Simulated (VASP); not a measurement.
Here is a VASP 6.6.1 calculation.

INCAR

```
ALGO     = Normal         # electronic algorithm
EDIFF    = 1E-6           # SCF threshold, eV
ENCUT    = 520            # plane-wave cutoff, eV
GGA      = PE             # functional
ISIF     = 2              # what is computed and relaxed
ISMEAR   = 0              # smearing method
LASPH    = True           # aspherical terms in the spheres
LCHARG   = False          # write CHGCAR
LREAL    = False          # projectors in reciprocal space
LWAVE    = False          # write WAVECAR
NBANDS   = 38             # bands
NELM     = 80             # most SCF steps
PREC     = Accurate       # precision mode
SIGMA    = 0.1            # smearing width, eV
```

Contents of KPOINTS:

```
k-points
0
Gamma
  6 6 4
```

POSCAR

```
Ca3Zr2N
1.0
    7.1038906647      0.0000000042      0.0000000000
   -3.5519453360      6.1521497793      0.0000000000
    0.0000000000      0.0000000000      6.5483935980
Ca Zr N
3 2 1
Direct
    0.5000000000      0.0000000000      0.0000000000
    0.0000000000      0.5000000000      0.0000000000
    0.5000000000      0.5000000000      0.0000000000
    0.0000000000      0.0000000000      0.2102420099
    0.0000000000      0.0000000000      0.7897579901
    0.0000000000      0.0000000000      0.5000000000
```

Potentials or basis: VASP PAW PBE potentials, release 64 (Ca_sv, Zr_sv, N).

Run with:

```sh
$ cat potpaw_PBE.64/Ca_sv/POTCAR potpaw_PBE.64/Zr_sv/POTCAR potpaw_PBE.64/N/POTCAR > POTCAR
$ mpirun -np 1 vasp_std > vasp.out
```

(1) Estimate the largest force.

(2) Estimate the band gap on the k mesh.

(3) What does it give for the pressure?

## Answers

(1) 0.058 eV/Å.

(2) zero (an odd number of electrons rules out a gap without spin polarisation).

(3) 0.1 GPa.
